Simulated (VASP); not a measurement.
# Si24O47 (a cell with a defect) in VASP: a series of runs, part 2 of 2

VASP 6.6.1.

**3. Single point, PBEsol**

The input, INCAR:

```
PREC     = Accurate       # precision mode
ENCUT    = 520            # plane-wave cutoff, eV
EDIFF    = 1E-6           # SCF threshold, eV
ISMEAR   = -1             # smearing method
SIGMA    = 0.05           # smearing width, eV
LREAL    = Auto         
LASPH    = T              # aspherical terms in the spheres
NELM     = 80             # most SCF steps
ALGO     = Normal         # electronic algorithm
ISIF     = 2              # what is computed and relaxed
LWAVE    = F              # write WAVECAR
LCHARG   = T              # write CHGCAR
GGA      = PS             # functional
LELF     = T              # ELF
LVHAR    = T            
NELECT   = 376.0        
ISYM     = 0            
NBANDS   = 230            # bands
```

The input, KPOINTS:

```
Automatic mesh
0
Gamma
  1 1 1
  0.25 0.25 0.25
```

The input, POSCAR:

```
Si24O47
1.0
    8.3886930000      0.0000000000      0.0000000000
    0.0000000000      8.3886930000      0.0000000000
    0.0000000000      0.0000000000      8.0356430000
Si O
24 47
Direct
    0.0001700000      0.0036600000      0.0015200000
    0.0011600000      0.0020300000      0.3307600000
    0.0010000000      0.0023100000      0.6701600000
    0.9988100000      0.4977900000      0.0031400000
    0.0178800000      0.5204300000      0.3361100000
    0.9971400000      0.4971600000      0.6676300000
    0.4973800000      0.9963500000      0.9976400000
    0.4999000000      0.9948300000      0.3324700000
    0.4974200000      0.9965800000      0.6669000000
    0.4969500000      0.5024000000      0.9988800000
    0.5179500000      0.4977400000      0.3227200000
    0.4920400000      0.5112600000      0.6817400000
    0.2539400000      0.2478000000      0.1678800000
    0.2546200000      0.2488300000      0.4989900000
    0.2495900000      0.2494000000      0.8341000000
    0.2556400000      0.7514200000      0.1652800000
    0.2424800000      0.7641700000      0.5028300000
    0.2433600000      0.7512100000      0.8352200000
    0.7322400000      0.2415600000      0.1622000000
    0.7520600000      0.2288200000      0.5085200000
    0.7503600000      0.2526300000      0.8357600000
    0.7503600000      0.7536700000      0.1653900000
    0.7510600000      0.7518200000      0.4991400000
    0.7524400000      0.7497700000      0.8337200000
    0.1519300000      0.1539000000      0.0014800000
    0.1564100000      0.1525000000      0.3339600000
    0.1534000000      0.1549800000      0.6661100000
    0.1520500000      0.6523900000      0.0040700000
    0.1637900000      0.6574800000      0.3370000000
    0.1574500000      0.6506700000      0.6632600000
    0.6501700000      0.1488800000      0.9947600000
    0.6548200000      0.1379100000      0.3319300000
    0.6462900000      0.1563800000      0.6673800000
    0.6558700000      0.6518200000      0.9991000000
    0.6548800000      0.6579500000      0.3294200000
    0.6571700000      0.6467600000      0.6659100000
    0.3438200000      0.3487300000      0.9996600000
    0.3583200000      0.3433800000      0.3345500000
    0.3512500000      0.3481800000      0.6656800000
    0.3448200000      0.8473800000      0.9989900000
    0.3494000000      0.8454200000      0.3365800000
    0.3473400000      0.8433500000      0.6660100000
    0.8430000000      0.3468700000      0.0060000000
    0.7217100000      0.3893000000      0.3979000000
    0.8445100000      0.3453200000      0.6707000000
    0.8486400000      0.8495200000      0.0012700000
    0.8478400000      0.8513500000      0.3330700000
    0.8473700000      0.8493300000      0.6663200000
    0.0927800000      0.4016700000      0.1755800000
    0.0906200000      0.4005000000      0.4952600000
    0.0963600000      0.4023600000      0.8340700000
    0.0970100000      0.9051000000      0.1676500000
    0.0949300000      0.9069800000      0.5009100000
    0.0966500000      0.9038100000      0.8336000000
    0.5924600000      0.3977300000      0.1520200000
    0.5938100000      0.4047800000      0.8310600000
    0.5945100000      0.8994200000      0.1631600000
    0.5970100000      0.9003900000      0.5020900000
    0.5960400000      0.9003000000      0.8312300000
    0.4037700000      0.0946500000      0.1655300000
    0.4034100000      0.0940300000      0.5003800000
    0.4006100000      0.0946200000      0.8323800000
    0.4064200000      0.5973800000      0.1670600000
    0.4321400000      0.5728500000      0.4970200000
    0.3988600000      0.6024700000      0.8384100000
    0.9018800000      0.1073900000      0.1720700000
    0.9071400000      0.1026500000      0.4977200000
    0.9021500000      0.0986300000      0.8339100000
    0.9035600000      0.5946800000      0.1735600000
    0.9088700000      0.6021200000      0.4992500000
    0.9053900000      0.5976000000      0.8347400000
```

Potentials or basis: VASP PAW PBE potentials, release 64 (Si, O).

Started as:

```bash
$ cat potpaw_PBE.64/Si/POTCAR potpaw_PBE.64/O/POTCAR > POTCAR
$ mpirun -np 1 vasp_std > vasp.out
```

Run time: 20 min. Hardware: 1 thread of Intel Xeon Platinum 8375C at 2.90GHz (Ice Lake), shared host; peak memory 0.7 GiB.

Results (log left out):

- Free energy: -593.2598 eV
- Largest force: 0.124 eV/Å

Forces on the atoms (eV/Å):
```
Si   0.007 -0.014 -0.013
Si  -0.002  0.023  0.043
Si  -0.003  0.015 -0.034
Si  -0.005 -0.010 -0.017
Si  -0.038 -0.015  0.004
Si  -0.003  0.009 -0.016
Si   0.002 -0.007  0.004
Si  -0.022 -0.012  0.002
Si   0.004  0.013  0.001
Si   0.010 -0.005 -0.012
Si  -0.004  0.004 -0.018
Si   0.003  0.001 -0.008
Si  -0.012  0.007 -0.009
Si  -0.028  0.011  0.011
Si  -0.001 -0.010 -0.007
Si  -0.029  0.003  0.029
Si   0.011 -0.021 -0.024
Si   0.031  0.002  0.000
Si   0.009  0.017  0.013
Si   0.017 -0.029 -0.023
Si  -0.018 -0.008 -0.003
Si   0.000 -0.022  0.009
Si  -0.013 -0.027 -0.012
Si   0.008  0.014 -0.002
O   -0.017 -0.015  0.010
O   -0.025 -0.028  0.002
O   -0.013 -0.019 -0.004
O   -0.029 -0.029  0.004
O    0.031 -0.002 -0.002
O   -0.033 -0.040  0.002
O   -0.042 -0.035 -0.039
O    0.017 -0.003  0.043
O   -0.036 -0.039  0.043
O   -0.029 -0.017  0.005
O   -0.016 -0.002  0.015
O   -0.014 -0.022 -0.008
O    0.020  0.018  0.000
O    0.031  0.021 -0.002
O    0.019  0.012 -0.003
O    0.028  0.025 -0.009
O    0.029  0.015 -0.007
O    0.027  0.015  0.018
O    0.036  0.033  0.022
O   -0.030  0.106 -0.058
O    0.045  0.009 -0.011
O    0.024  0.028 -0.006
O    0.026  0.014 -0.009
O    0.022  0.015 -0.002
O    0.033 -0.033 -0.003
O    0.030 -0.043  0.001
O    0.029 -0.007  0.006
O    0.038 -0.040 -0.001
O    0.004  0.004 -0.009
O    0.019 -0.024  0.001
O    0.045 -0.050  0.027
O    0.048 -0.049  0.004
O    0.021 -0.008 -0.006
O    0.021 -0.011  0.004
O    0.029 -0.031 -0.001
O   -0.018  0.022  0.011
O   -0.021  0.023 -0.010
O   -0.030  0.029 -0.004
O   -0.033  0.025 -0.004
O   -0.034  0.032 -0.011
O   -0.054  0.052  0.039
O   -0.019  0.034 -0.001
O    0.004 -0.032  0.013
O   -0.035  0.024  0.012
O   -0.026  0.028 -0.008
O   -0.018  0.040  0.011
O   -0.030  0.015  0.005
```

Levels at points of the mesh, in eV from the Fermi level:
| k point | band 185 | band 186 | band 187 | band 188 | band 189 | band 190 | band 191 | band 192 |
| --- | --- | --- | --- | --- | --- | --- | --- | --- |
| (0.25, 0.25, 0.25) | -1.88 | -1.82 | -1.59 | -1.27 | 2.82 | 3.98 | 4.57 | 5.07 |

Caveat: the cell carries a net charge on a neutralising background, which shifts energy and pressure; the cell is charged against a uniform background, so pressure and absolute levels hang on convention; the PAW data sets were made with another functional, which shifts forces and pressure a little.

**4. Single point, PBEsol**

The input, INCAR:

```
PREC = Accurate
ENCUT = 520
EDIFF = 1E-6
ISMEAR = -1
SIGMA = 0.05
LREAL = Auto
LASPH = T
NELM = 120
ALGO = Normal
ISIF = 2
LWAVE = F
LCHARG = F
GGA = PS
NBANDS = 230
ISYM = -1
GGA_COMPAT = F
```

The input, KPOINTS:

```
explicit points
1
Reciprocal
  0.25000000   0.25000000   0.25000000 1
```

The input, POSCAR:

```
Si24O47
1.0
    8.3886930000      0.0000000000      0.0000000000
    0.0000000000      8.3886930000      0.0000000000
    0.0000000000      0.0000000000      8.0356430000
Si O
24 47
Direct
    0.0008200000      0.0008600000      0.0006500000
    0.0035900000      0.9983200000      0.3303800000
    0.0031200000      0.9987500000      0.6693200000
    0.9989600000      0.4979700000      0.0010800000
    0.0115500000      0.5135200000      0.3340400000
    0.9978700000      0.4980300000      0.6671200000
    0.5006900000      0.0001400000      0.9990300000
    0.4995400000      0.9963100000      0.3328500000
    0.4975400000      0.9978800000      0.6673600000
    0.4982400000      0.5014500000      0.9984100000
    0.5165300000      0.4942600000      0.3423200000
    0.4996000000      0.5006900000      0.6596400000
    0.2531600000      0.2495000000      0.1675800000
    0.2520800000      0.2479600000      0.4999000000
    0.2490400000      0.2501800000      0.8339100000
    0.2568800000      0.7481300000      0.1648700000
    0.2513100000      0.7526900000      0.5011800000
    0.2496900000      0.7472800000      0.8334200000
    0.7439200000      0.2507800000      0.1699700000
    0.7540400000      0.2313500000      0.5051900000
    0.7496000000      0.2533300000      0.8361000000
    0.7484600000      0.7520200000      0.1658900000
    0.7512900000      0.7518900000      0.4999000000
    0.7511700000      0.7500200000      0.8331600000
    0.1532200000      0.1532800000      0.0008500000
    0.1558200000      0.1516800000      0.3332800000
    0.1524400000      0.1519900000      0.6667500000
    0.1535800000      0.6509200000      0.0013800000
    0.1559700000      0.6571000000      0.3321500000
    0.1523500000      0.6524000000      0.6665800000
    0.6544800000      0.1517400000      0.0002600000
    0.6548200000      0.1391600000      0.3336300000
    0.6497400000      0.1544600000      0.6670700000
    0.6542300000      0.6533400000      0.9989300000
    0.6513800000      0.6607700000      0.3329200000
    0.6571000000      0.6538700000      0.6654100000
    0.3440900000      0.3483300000      0.9997800000
    0.3521900000      0.3449600000      0.3368100000
    0.3437700000      0.3464100000      0.6655500000
    0.3479600000      0.8463100000      0.9982500000
    0.3472400000      0.8494100000      0.3323100000
    0.3453600000      0.8485900000      0.6686600000
    0.8481200000      0.3473600000      0.0015600000
    0.7094200000      0.3970000000      0.4110200000
    0.8494200000      0.3426400000      0.6708000000
    0.8482300000      0.8468400000      0.0007200000
    0.8482700000      0.8489900000      0.3328000000
    0.8490500000      0.8493500000      0.6662200000
    0.0949700000      0.4018900000      0.1714400000
    0.0916900000      0.4003600000      0.4962400000
    0.0967700000      0.4025100000      0.8337600000
    0.0990600000      0.9022000000      0.1654500000
    0.0979800000      0.9032800000      0.4999100000
    0.0978300000      0.9020100000      0.8347700000
    0.5932500000      0.4013400000      0.1582100000
    0.5962300000      0.4024900000      0.8334900000
    0.5956900000      0.9010600000      0.1638800000
    0.5965200000      0.9018800000      0.5023200000
    0.5977300000      0.9035100000      0.8325200000
    0.4044400000      0.0970500000      0.1657600000
    0.4027700000      0.0949100000      0.5007600000
    0.4031600000      0.0976100000      0.8336200000
    0.4054300000      0.5965600000      0.1680400000
    0.3999200000      0.6037200000      0.4988400000
    0.4033800000      0.5972000000      0.8308400000
    0.9055500000      0.0989500000      0.1687100000
    0.9077600000      0.0985000000      0.4976200000
    0.9031200000      0.0960800000      0.8338600000
    0.9011500000      0.5942600000      0.1703200000
    0.9079600000      0.6011700000      0.4992400000
    0.9035600000      0.5969300000      0.8339700000
```

Started as:

```bash
$ cat potpaw_PBE.64/Si/POTCAR potpaw_PBE.64/O/POTCAR > POTCAR
$ mpirun -np 1 vasp_std > vasp.out
```

Wall time 4.6 min (1 thread of Intel Xeon Platinum 8259CL at 2.50GHz (Skylake/Cascade Lake), shared host); peak memory 0.55 GiB.

It converged, with:

```yaml
Free_energy: -571.5726 eV
Pressure: 2.7 GPa
Largest_force: 0.056 eV/Å
Band_gap_on_the_k_mesh: 1.53 eV
```

Forces in eV/Å, atoms in the order of the input:
```
Si   0.015 -0.021 -0.008
Si   0.006 -0.002  0.037
Si  -0.012  0.009 -0.031
Si   0.002  0.011  0.003
Si  -0.029 -0.010  0.000
Si  -0.004  0.013 -0.012
Si   0.002  0.003  0.007
Si  -0.003 -0.001 -0.003
Si   0.003  0.009  0.002
Si   0.015 -0.016  0.010
Si  -0.013  0.000  0.017
Si   0.029 -0.030 -0.011
Si   0.004  0.005  0.000
Si  -0.014 -0.004  0.000
Si   0.006 -0.005 -0.001
Si  -0.015  0.003  0.029
Si  -0.014  0.006 -0.023
Si  -0.001  0.017  0.001
Si   0.024  0.011  0.011
Si   0.033 -0.019  0.000
Si  -0.018 -0.019  0.001
Si   0.000 -0.012  0.017
Si   0.000 -0.005 -0.014
Si   0.001  0.005 -0.002
O   -0.028 -0.021  0.001
O   -0.029 -0.024 -0.006
O   -0.014 -0.015  0.004
O   -0.033 -0.024  0.003
O   -0.007  0.009  0.001
O   -0.029 -0.031 -0.007
O   -0.029 -0.018 -0.005
O   -0.016 -0.018  0.010
O   -0.020 -0.028  0.009
O   -0.029 -0.026 -0.003
O   -0.012 -0.006 -0.003
O   -0.031 -0.037  0.005
O    0.027  0.022 -0.005
O    0.031  0.030  0.002
O    0.034  0.034  0.006
O    0.025  0.029 -0.009
O    0.014  0.019  0.002
O    0.022  0.021  0.005
O    0.015  0.019  0.009
O   -0.018  0.051 -0.015
O    0.017  0.010 -0.015
O    0.024  0.031  0.002
O    0.029  0.024 -0.004
O    0.016  0.017  0.005
O    0.031 -0.028 -0.006
O    0.032 -0.036  0.006
O    0.027 -0.018 -0.001
O    0.024 -0.027 -0.006
O    0.017 -0.024  0.000
O    0.028 -0.028  0.001
O    0.009 -0.011 -0.009
O    0.018 -0.010 -0.016
O    0.019 -0.017 -0.003
O    0.022 -0.015  0.003
O    0.025 -0.030 -0.003
O   -0.023  0.020  0.006
O   -0.017  0.025 -0.005
O   -0.028  0.024 -0.002
O    0.001  0.000  0.018
O   -0.001  0.003 -0.019
O   -0.011  0.011 -0.007
O   -0.037  0.035  0.006
O   -0.006 -0.009  0.002
O   -0.034  0.034  0.006
O   -0.031  0.028 -0.010
O   -0.017  0.029  0.015
O   -0.027  0.023 -0.001
```

Stress tensor (GPa, compression positive):
```
 2.26  0.70  0.29
 0.70  3.56 -0.13
 0.29 -0.13  2.27
```

Levels at points of the mesh, in eV from the valence-band top:
```csv
k point,band 186,band 187,band 188,band 189,band 190,band 191,band 192,band 193
"(0.25, 0.25, 0.25)",-3.30,-3.06,-2.75,0.00,1.53,2.89,3.40,3.94
```

Caveat: the PAW data sets were made with another functional, which shifts forces and pressure a little.

**5. Single point, PBEsol**

The input, INCAR:

```
PREC     = Accurate       # precision mode
ENCUT    = 520            # plane-wave cutoff, eV
EDIFF    = 1E-6           # SCF threshold, eV
ISMEAR   = -1             # smearing method
SIGMA    = 0.05           # smearing width, eV
LREAL    = Auto         
LASPH    = T              # aspherical terms in the spheres
NELM     = 120            # most SCF steps
ALGO     = Normal         # electronic algorithm
ISIF     = 2              # what is computed and relaxed
LWAVE    = F              # write WAVECAR
LCHARG   = T              # write CHGCAR
GGA      = PS             # functional
LELF     = T              # ELF
LVHAR    = T            
NELECT   = 376.0        
ISYM     = -1           
NBANDS   = 230            # bands
GGA_COMPAT= F
```

KPOINTS is that of step 4.

The input, POSCAR:

```
Si24O47
1.0
    8.3886930000      0.0000000000      0.0000000000
    0.0000000000      8.3886930000      0.0000000000
    0.0000000000      0.0000000000      8.0356430000
Si O
24 47
Direct
    0.0001700000      0.0036600000      0.0015200000
    0.0011600000      0.0020300000      0.3307600000
    0.0010000000      0.0023100000      0.6701600000
    0.9988100000      0.4977900000      0.0031400000
    0.0178800000      0.5204300000      0.3361100000
    0.9971400000      0.4971600000      0.6676300000
    0.4973800000      0.9963500000      0.9976400000
    0.4999000000      0.9948300000      0.3324700000
    0.4974200000      0.9965800000      0.6669000000
    0.4969500000      0.5024000000      0.9988800000
    0.5179500000      0.4977400000      0.3227200000
    0.4920400000      0.5112600000      0.6817400000
    0.2539400000      0.2478000000      0.1678800000
    0.2546200000      0.2488300000      0.4989900000
    0.2495900000      0.2494000000      0.8341000000
    0.2556400000      0.7514200000      0.1652800000
    0.2424800000      0.7641700000      0.5028300000
    0.2433600000      0.7512100000      0.8352200000
    0.7322400000      0.2415600000      0.1622000000
    0.7520600000      0.2288200000      0.5085200000
    0.7503600000      0.2526300000      0.8357600000
    0.7503600000      0.7536700000      0.1653900000
    0.7510600000      0.7518200000      0.4991400000
    0.7524400000      0.7497700000      0.8337200000
    0.1519300000      0.1539000000      0.0014800000
    0.1564100000      0.1525000000      0.3339600000
    0.1534000000      0.1549800000      0.6661100000
    0.1520500000      0.6523900000      0.0040700000
    0.1637900000      0.6574800000      0.3370000000
    0.1574500000      0.6506700000      0.6632600000
    0.6501700000      0.1488800000      0.9947600000
    0.6548200000      0.1379100000      0.3319300000
    0.6462900000      0.1563800000      0.6673800000
    0.6558700000      0.6518200000      0.9991000000
    0.6548800000      0.6579500000      0.3294200000
    0.6571700000      0.6467600000      0.6659100000
    0.3438200000      0.3487300000      0.9996600000
    0.3583200000      0.3433800000      0.3345500000
    0.3512500000      0.3481800000      0.6656800000
    0.3448200000      0.8473800000      0.9989900000
    0.3494000000      0.8454200000      0.3365800000
    0.3473400000      0.8433500000      0.6660100000
    0.8430000000      0.3468700000      0.0060000000
    0.7217100000      0.3893000000      0.3979000000
    0.8445100000      0.3453200000      0.6707000000
    0.8486400000      0.8495200000      0.0012700000
    0.8478400000      0.8513500000      0.3330700000
    0.8473700000      0.8493300000      0.6663200000
    0.0927800000      0.4016700000      0.1755800000
    0.0906200000      0.4005000000      0.4952600000
    0.0963600000      0.4023600000      0.8340700000
    0.0970100000      0.9051000000      0.1676500000
    0.0949300000      0.9069800000      0.5009100000
    0.0966500000      0.9038100000      0.8336000000
    0.5924600000      0.3977300000      0.1520200000
    0.5938100000      0.4047800000      0.8310600000
    0.5945100000      0.8994200000      0.1631600000
    0.5970100000      0.9003900000      0.5020900000
    0.5960400000      0.9003000000      0.8312300000
    0.4037700000      0.0946500000      0.1655300000
    0.4034100000      0.0940300000      0.5003800000
    0.4006100000      0.0946200000      0.8323800000
    0.4064200000      0.5973800000      0.1670600000
    0.4321400000      0.5728500000      0.4970200000
    0.3988600000      0.6024700000      0.8384100000
    0.9018800000      0.1073900000      0.1720700000
    0.9071400000      0.1026500000      0.4977200000
    0.9021500000      0.0986300000      0.8339100000
    0.9035600000      0.5946800000      0.1735600000
    0.9088700000      0.6021200000      0.4992500000
    0.9053900000      0.5976000000      0.8347400000
```

Started as:

```bash
$ cat potpaw_PBE.64/Si/POTCAR potpaw_PBE.64/O/POTCAR > POTCAR
$ mpirun -np 1 vasp_std > vasp.out
```

Wall time 5.7 min (1 thread of Intel Xeon Platinum 8259CL at 2.50GHz (Skylake/Cascade Lake), shared host); peak memory 0.55 GiB.

It converged, with:

* Free energy: -593.2622 eV
* Largest force: 0.121 eV/Å

Forces in eV/Å, atoms in the order of the input:
```
Si   0.007 -0.014 -0.011
Si  -0.002  0.022  0.042
Si  -0.003  0.014 -0.033
Si  -0.006 -0.011 -0.016
Si  -0.037 -0.013  0.003
Si  -0.003  0.008 -0.013
Si   0.001 -0.008  0.002
Si  -0.024 -0.014  0.005
Si   0.004  0.015  0.001
Si   0.010 -0.006 -0.013
Si  -0.005  0.008 -0.018
Si  -0.002  0.001 -0.008
Si  -0.013  0.009 -0.010
Si  -0.027  0.010  0.012
Si  -0.001 -0.010 -0.008
Si  -0.031  0.004  0.029
Si   0.011 -0.022 -0.024
Si   0.031  0.003  0.001
Si   0.008  0.015  0.008
Si   0.015 -0.032 -0.020
Si  -0.017 -0.009  0.000
Si   0.003 -0.021  0.009
Si  -0.013 -0.025 -0.012
Si   0.010  0.015 -0.002
O   -0.018 -0.015  0.009
O   -0.027 -0.029  0.001
O   -0.015 -0.019 -0.006
O   -0.030 -0.031  0.002
O    0.028 -0.004 -0.002
O   -0.032 -0.039 -0.002
O   -0.041 -0.034 -0.038
O    0.019 -0.002  0.042
O   -0.037 -0.041  0.041
O   -0.032 -0.019  0.001
O   -0.019 -0.003  0.013
O   -0.013 -0.023 -0.012
O    0.025  0.025  0.002
O    0.031  0.020 -0.001
O    0.020  0.016 -0.003
O    0.030  0.028 -0.007
O    0.030  0.016 -0.006
O    0.026  0.015  0.021
O    0.036  0.033  0.022
O   -0.030  0.101 -0.059
O    0.048  0.016 -0.013
O    0.023  0.027 -0.004
O    0.027  0.014 -0.007
O    0.024  0.019  0.000
O    0.032 -0.036 -0.003
O    0.029 -0.040  0.003
O    0.030 -0.014  0.006
O    0.039 -0.040 -0.003
O    0.002  0.003 -0.010
O    0.019 -0.024  0.002
O    0.047 -0.049  0.029
O    0.046 -0.048  0.004
O    0.023 -0.008 -0.006
O    0.021 -0.011  0.003
O    0.028 -0.032 -0.001
O   -0.018  0.022  0.009
O   -0.020  0.023 -0.009
O   -0.028  0.030 -0.004
O   -0.029  0.026 -0.003
O   -0.031  0.030 -0.009
O   -0.057  0.050  0.041
O   -0.019  0.032 -0.001
O    0.005 -0.030  0.012
O   -0.034  0.024  0.011
O   -0.030  0.028 -0.007
O   -0.015  0.039  0.012
O   -0.029  0.016  0.005
```

Levels at points of the mesh, in eV from the Fermi level:
| k point | band 185 | band 186 | band 187 | band 188 | band 189 | band 190 | band 191 | band 192 |
| --- | --- | --- | --- | --- | --- | --- | --- | --- |
| (0.25, 0.25, 0.25) | -1.85 | -1.79 | -1.56 | -1.24 | 2.85 | 4.01 | 4.60 | 5.10 |

Caveat: the cell carries a net charge on a neutralising background, which shifts energy and pressure; the cell is charged against a uniform background, so pressure and absolute levels hang on convention; the PAW data sets were made with another functional, which shifts forces and pressure a little.
